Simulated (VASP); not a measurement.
# Mn (Pm-3m) in VASP: further runs

Mn is run at these levels: PBE; tasks: single point.

All numbers are computed with VASP 6.6.1; they aren't measurements. Logs are shortened: lines on timing, memory, paths and dates and some standing lists are left out, and cuts for length are marked.

### 1 The cell of the first run

Symmetry: Pm-3m, No. 221, cubic system. Conventional cell: a = 2.283 Å, b = 2.283 Å, c = 2.283 Å, α = 90.00°, β = 90.00°, γ = 90.00°. Mn (site symmetry m-3m) has 6 Mn at 2.28 Å within 3.0 Å.

This isn't the form of Mn at room conditions, which is a 58-atom cubic cell.

### 2 Single point, PBE

The input, INCAR:

```
SYSTEM = Mn
ALGO = Normal
EDIFF = 1E-6
ENCUT = 520
GGA = PE
ISIF = 2
ISMEAR = -1
LASPH = .True.
LCHARG = .True.
LELF = .True.
LREAL = .False.
LVHAR = .True.
LWAVE = .False.
NBANDS = 12
NELM = 60
PREC = Accurate
SIGMA = 0.06122561905347299
```

The input, KPOINTS:

```
k-points
0
Gamma
  47 47 47
  0 0 0
```

The input, POSCAR:

```
Mn
1.0
    2.2833901040      0.0000000000      0.0000000000
    0.0000000000      2.2833901040      0.0000000000
    0.0000000000      0.0000000000      2.2833901040
Mn
1
Direct
    0.0000000000      0.0000000000      0.0000000000
```

Potentials or basis: VASP PAW PBE potentials, release 64 (Mn_pv).

Run with:

```
$ cat potpaw_PBE.64/Mn_pv/POTCAR > POTCAR
$ mpirun -np 1 vasp_std > vasp.out
```

OUTCAR:

```text
SYSTEM = Mn
   EDIFF = 1E-6
   ENCUT = 520
   GGA = PE
   ISIF = 2
   ISMEAR = -1
   LASPH = .True.
   LREAL = .False.
   NELM = 60
   PREC = Accurate

 ion  position               nearest neighbor table
   1  0.000  0.000  0.000-

  LATTYP: Found a simple cubic cell.
 ALAT       =     2.2833901040

  Lattice vectors:

 A1 = (   2.2833901040,   0.0000000000,   0.0000000000)
 A2 = (   0.0000000000,   2.2833901040,   0.0000000000)
 A3 = (   0.0000000000,   0.0000000000,   2.2833901040)

Analysis of symmetry for initial positions (statically):
=====================================================================
 Subroutine PRICEL returns:
 Original cell was already a primitive cell.

 Routine SETGRP: Setting up the symmetry group for a
 simple cubic supercell.

 Subroutine GETGRP returns: Found 48 space group operations
 (whereof 48 operations were pure point group operations)
 out of a pool of 48 trial point group operations.

The static configuration has the point symmetry O_h .

Analysis of symmetry for dynamics (positions and initial velocities):
=====================================================================
 Subroutine PRICEL returns:
 Original cell was already a primitive cell.

 Routine SETGRP: Setting up the symmetry group for a
 simple cubic supercell.

 Subroutine GETGRP returns: Found 48 space group operations
 (whereof 48 operations were pure point group operations)
 out of a pool of 48 trial point group operations.

The dynamic configuration has the point symmetry O_h .

 Subroutine INISYM returns: Found 48 space group operations
 (whereof 48 operations are pure point group operations),
 and found     1 'primitive' translations

----------------------------------------------------------------------------------------

                                     Primitive cell

  volume of cell :      11.9053

  direct lattice vectors                    reciprocal lattice vectors
     2.283390104  0.000000000  0.000000000     0.437945316  0.000000000  0.000000000
     0.000000000  2.283390104  0.000000000     0.000000000  0.437945316  0.000000000
     0.000000000  0.000000000  2.283390104     0.000000000  0.000000000  0.437945316

  length of vectors
     2.283390104  2.283390104  2.283390104     0.437945316  0.437945316  0.437945316

  position of ions in fractional coordinates (direct lattice)
     0.000000000  0.000000000  0.000000000

  ion indices of the primitive-cell ions
   primitive index   ion index
                 1           1

----------------------------------------------------------------------------------------

 KPOINTS: k-points

Automatic generation of k-mesh.
 Grid dimensions read from file:
 generate k-points for:   47   47   47

 Generating k-lattice:

  Cartesian coordinates                     Fractional coordinates (reciprocal lattice)
     0.009317985  0.000000000  0.000000000     0.021276596  0.000000000  0.000000000
     0.000000000  0.009317985  0.000000000     0.000000000  0.021276596  0.000000000
     0.000000000  0.000000000  0.009317985     0.000000000  0.000000000  0.021276596

  Length of vectors
     0.009317985  0.009317985  0.009317985

  Shift w.r.t. Gamma in fractional coordinates (k-lattice)
     0.000000000  0.000000000  0.000000000

 Subroutine IBZKPT returns following result:
 ===========================================

 Found   2600 irreducible k-points:

 Following reciprocal coordinates:
            Coordinates               Weight
  0.000000  0.000000  0.000000      1.000000
  0.021277  0.000000  0.000000      6.000000
  0.042553  0.000000  0.000000      6.000000
  0.063830  0.000000  0.000000      6.000000
  0.085106  0.000000  0.000000      6.000000
  0.106383  0.000000  0.000000      6.000000
[... 16 lines left out ...]
  0.468085  0.000000  0.000000      6.000000
  0.489362  0.000000  0.000000      6.000000
 [... further k-points ...]
   k-points           NKPTS =   2600   k-points in BZ     NKDIM =   2600   number of bands    NBANDS=     12
   number of dos      NEDOS =    301   number of ions     NIONS =      1
   total plane-waves  NPLWV =   5832
   dimension x,y,z NGX =    18 NGY =   18 NGZ =   18
   dimension x,y,z NGXF=    36 NGYF=   36 NGZF=   36
   ions per type =               1
   NGX,Y,Z   is equivalent  to a cutoff of  13.11, 13.11, 13.11 a.u.
   NGXF,Y,Z  is equivalent  to a cutoff of  26.21, 26.21, 26.21 a.u.
 SYSTEM =  Mn
   PREC   = accura    normal or accurate (medium, high low for compatibility)
   ISTART =      0    job   : 0-new  1-cont  2-samecut
   ICHARG =      2    charge: 1-file 2-atom 10-const
   ISPIN  =      1    spin polarized calculation?
   LNONCOLLINEAR =      F non collinear calculations
   LSORBIT =      F    spin-orbit coupling
   LASPH  =      T    aspherical Exc in radial PAW
   ENCUT  =  520.0 eV  38.22 Ry    6.18 a.u.   4.25  4.25  4.25*2*pi/ulx,y,z
   NELM   =     60;   NELMIN=  2; NELMDL= -5     # of ELM steps
   EDIFF  = 0.1E-05   stopping-criterion for ELM
   LREAL  =      F    real-space projection
   EDIFFG = 0.1E-04   stopping-criterion for IOM
   NSW    =      0    number of steps for IOM
   IBRION =     -1    ionic relax: 0-MD 1-quasi-New 2-CG
   NFREE  =      0    steps in history (QN), initial steepest desc. (CG)
   ISIF   =      2    stress and relaxation
   ISYM   =      2    0-nonsym 1-usesym 2-fastsym
   POTIM  = 0.5000    time-step for ionic-motion
   TEBEG  =    0.0;   TEEND  =   0.0 temperature during run
   PSTRESS=    0.0 pullay stress
   NELECT =      13.0000    total number of electrons
   NUPDOWN=      -1.0000    fix difference up-down
   EMIN   =  10.00;   EMAX   =-10.00  energy-range for DOS
   EFERMI =   0.00;   METHOD = LEGACY
   ISMEAR =    -1;   SIGMA  =   0.06  broadening in eV -4-tet -1-fermi 0-gaus
   EFERMI_NEDOS =   21; number of points for ismear=-14 and -15
   IALGO  =     38    algorithm
   IMIX   =      4    mixing-type and parameters
     AMIX     =   0.40;   BMIX     =  1.00
     AMIX_MAG =   1.60;   BMIX_MAG =  1.00
  volume/ion in A,a.u.               =      11.91        80.34
  Fermi-wavevector in a.u.,A,eV,Ry     =   1.685812  3.185723 38.667246  2.841962
  Thomas-Fermi vector in A             =   2.768589
   LORBIT       =      0    0 simple, 1 ext, 2 COOP (PROOUT), +10 PAW based schemes
   GGA     = PE    functional components
[... 5 lines left out ...]
 non-spin polarized calculation
  energy-cutoff  :      520.00
  volume of cell :       11.91
 maximum number of plane-waves:       341
 NGX is ok and might be reduce to    18
   NGX =  9   NGY =  9   NGZ =  9

 number of electron      13.0000023 magnetization

 Free energy of the ion-electron system (eV)
  ---------------------------------------------------
  ext. energy  EPLUGINS =         0.00000000
  ---------------------------------------------------
  free energy    TOTEN  =        -8.07020301 eV

  energy without entropy =       -8.04732153  energy(sigma->0) =       -8.05876227

 E-fermi :   9.4639     XC(G=0): -13.2856

 val. band max:        9.4636188406   @ k =   0.3404   0.1489   0.0638
 cond. band min:       9.4642005133   @ k =   0.4043   0.4043   0.2553
 fundamental gap:      0.0005816727
 Fermi energy:         9.4638837280

 k-point     1 :       0.0000    0.0000    0.0000
  band No.  band energies     occupation
      1     -38.2608      2.00000
      2     -38.2608      2.00000
      3     -38.2608      2.00000
      4       1.4657      2.00000
      5       5.7923      2.00000
      6       5.7923      2.00000
      7      11.1133      0.00000
      8      11.1133      0.00000
      9      11.1134      0.00000
     10      29.8264      0.00000
     11      29.8264      0.00000
     12      29.8264      0.00000

 k-point     2 :       0.0213    0.0000    0.0000
  band No.  band energies     occupation
      1     -38.2648      2.00000
      2     -38.2605      2.00000
      3     -38.2605      2.00000
      4       1.4806      2.00000
      5       5.7953      2.00000
      6       5.8023      2.00000
      7      11.1041      0.00000
      8      11.1041      0.00000
      9      11.1141      0.00000
     10      29.6400      0.00000
     11      29.8488      0.00000
     12      29.8488      0.00000

 k-point     3 :       0.0426    0.0000    0.0000
  band No.  band energies     occupation
      1     -38.2768      2.00000
      2     -38.2594      2.00000
      3     -38.2594      2.00000
      4       1.5253      2.00000
      5       5.8043      2.00000
      6       5.8321      2.00000
      7      11.0764      0.00000
      8      11.0764      0.00000
      9      11.1162      0.00000
     10      29.1465      0.00000
     11      29.9155      0.00000
     12      29.9155      0.00000

 k-point     4 :       0.0638    0.0000    0.0000
  band No.  band energies     occupation
      1     -38.2965      2.00000
      2     -38.2578      2.00000
      3     -38.2578      2.00000
      4       1.5993      2.00000
      5       5.8191      2.00000
      6       5.8815      2.00000
      7      11.0312      0.00000
      8      11.0312      0.00000
      9      11.1197      0.00000
     10      28.4659      0.00000
     11      30.0258      0.00000
     12      30.0258      0.00000

 k-point     5 :       0.0851    0.0000    0.0000
  band No.  band energies     occupation
      1     -38.3235      2.00000
      2     -38.2555      2.00000
      3     -38.2555      2.00000
      4       1.7018      2.00000
      5       5.8395      2.00000
      6       5.9499      2.00000
      7      10.9695      0.00000
      8      10.9695      0.00000
      9      11.1246      0.00000
     10      27.6868      0.00000
     11      30.1787      0.00000
     12      30.1787      0.00000

 k-point     6 :       0.1064    0.0000    0.0000
  band No.  band energies     occupation
      1     -38.3573      2.00000
      2     -38.2526      2.00000
      3     -38.2526      2.00000
      4       1.8320      2.00000
      5       5.8653      2.00000
      6       6.0367      2.00000
      7      10.8930      0.00000
      8      10.8930      0.00000
      9      11.1306      0.00000
     10      26.8601      0.00000
     11      30.3726      0.00000
     12      30.3726      0.00000

 k-point     7 :       0.1277    0.0000    0.0000
  band No.  band energies     occupation
      1     -38.3972      2.00000
      2     -38.2491      2.00000
      3     -38.2491      2.00000
      4       1.9883      2.00000
      5       5.8959      2.00000
      6       6.1409      2.00000
      7      10.8035      0.00000
      8      10.8035      0.00000
      9      11.1379      0.00000
     10      26.0142      0.00000
     11      30.6058      0.00000
     12      30.6058      0.00000

 k-point     8 :       0.1489    0.0000    0.0000
  band No.  band energies     occupation
      1     -38.4426      2.00000
      2     -38.2452      2.00000
      3     -38.2452      2.00000
      4       2.1693      2.00000
      5       5.9310      2.00000
      6       6.2613      2.00000
      7      10.7030      0.00000
      8      10.7030      0.00000
      9      11.1461      0.00000
     10      25.1654      0.00000
     11      30.8763      0.00000
     12      30.8763      0.00000
[... 166 lines left out ...]
 k-point    20 :       0.4043    0.0000    0.0000
  band No.  band energies     occupation
      1     -39.0567      2.00000
      2     -38.1908      2.00000
      3     -38.1908      2.00000
      4       5.2879      2.00000
      5       6.4437      2.00000
      6       8.1558      2.00000
      7       9.4428      1.17030
      8       9.4428      1.17028
      9      11.2614      0.00000
     10      17.0181      0.00000
     11      32.1486      0.00000
     12      36.2631      0.00000

 k-point    21 :       0.4255    0.0000    0.0000
  band No.  band energies     occupation
      1     -39.0855      2.00000
      2     -38.1881      2.00000
      3     -38.1881      2.00000
      4       5.4921      2.00000
      5       6.4696      2.00000
      6       8.2572      2.00000
      7       9.3876      1.55317
      8       9.3876      1.55315
      9      11.2670      0.00000
     10      16.6591      0.00000
     11      32.0502      0.00000
     12      36.3246      0.00000

 k-point    22 :       0.4468    0.0000    0.0000
  band No.  band energies     occupation
      1     -39.1075      2.00000
      2     -38.1861      2.00000
      3     -38.1861      2.00000
      4       5.6555      2.00000
      5       6.4895      2.00000
      6       8.3352      2.00000
      7       9.3456      1.74702
      8       9.3456      1.74701
      9      11.2713      0.00000
     10      16.3804      0.00000
     11      31.9747      0.00000
     12      36.2863      0.00000

 k-point    23 :       0.4681    0.0000    0.0000
  band No.  band energies     occupation
      1     -39.1224      2.00000
      2     -38.1848      2.00000
      3     -38.1848      2.00000
      4       5.7700      2.00000
      5       6.5030      2.00000
      6       8.3881      2.00000
      7       9.3173      1.83287
      8       9.3173      1.83286
      9      11.2742      0.00000
     10      16.1896      0.00000
     11      31.9235      0.00000
     12      36.2589      0.00000

 k-point    24 :       0.4894    0.0000    0.0000
  band No.  band energies     occupation
      1     -39.1299      2.00000
      2     -38.1841      2.00000
      3     -38.1841      2.00000
      4       5.8291      2.00000
      5       6.5099      2.00000
      6       8.4148      2.00000
      7       9.3030      1.86523
      8       9.3030      1.86522
      9      11.2757      0.00000
     10      16.0925      0.00000
     11      31.8977      0.00000
     12      36.2446      0.00000

 [... further k-points ...]

------------------------ aborting loop because EDIFF is reached ----------------------------------------

  FORCE on cell =-STRESS in cart. coord.  units (eV):
  Direction    XX          YY          ZZ          XY          YZ          ZX
  --------------------------------------------------------------------------------------
  -------------------------------------------------------------------------------------
  Total        0.0114587      0.0114587      0.0114587     -0.0000000     -0.0000000      0.0000000
  in kB        1.5420737      1.5420737      1.5420737     -0.0000000     -0.0000000      0.0000000
  external PRESSURE =       1.5420737 kB  Pullay stress =       0.0000000 kB

 VOLUME and BASIS-vectors are now :
 -----------------------------------------------------------------------------
  energy-cutoff  :      520.00
  volume of cell :       11.91
      direct lattice vectors                 reciprocal lattice vectors
     2.283390104  0.000000000  0.000000000     0.437945316  0.000000000  0.000000000
     0.000000000  2.283390104  0.000000000     0.000000000  0.437945316  0.000000000
     0.000000000  0.000000000  2.283390104     0.000000000  0.000000000  0.437945316

 POSITION                                       TOTAL-FORCE (eV/Angst)
 -----------------------------------------------------------------------------------
      0.00000      0.00000      0.00000         0.000000      0.000000      0.000000
 -----------------------------------------------------------------------------------
    total drift:                                0.000000      0.000000     -0.000000

  FREE ENERGIE OF THE ION-ELECTRON SYSTEM (eV)
  ---------------------------------------------------
  free  energy   TOTEN  =        -8.0702030090 eV

  energy  without entropy=       -8.0473215252  energy(sigma->0) =       -8.05876227
```

Run time: 8.9 min. Hardware: 1 thread of Oxide Virtual Turin-like, shared host; peak memory 0.41 GiB.

Results:

```
Free energy            : -8.0702 eV
Pressure               : 0.2 GPa
Band gap on the k mesh : zero (an odd number of electrons rules out a gap without spin polarisation)
```

Levels at points of the mesh, in eV from the Fermi level:
```tsv
k point	band 5	band 6	band 7	band 8	band 9	band 10
(0.00, 0.00, 0.00)	-3.67	-3.67	1.65	1.65	1.65	20.36
```

Caveat: the run has no spin polarisation, though such a crystal can be magnetic. Spin polarisation is off, so any magnetic state and its effect on volume and gap are missing.

[end of part 1 of 2]
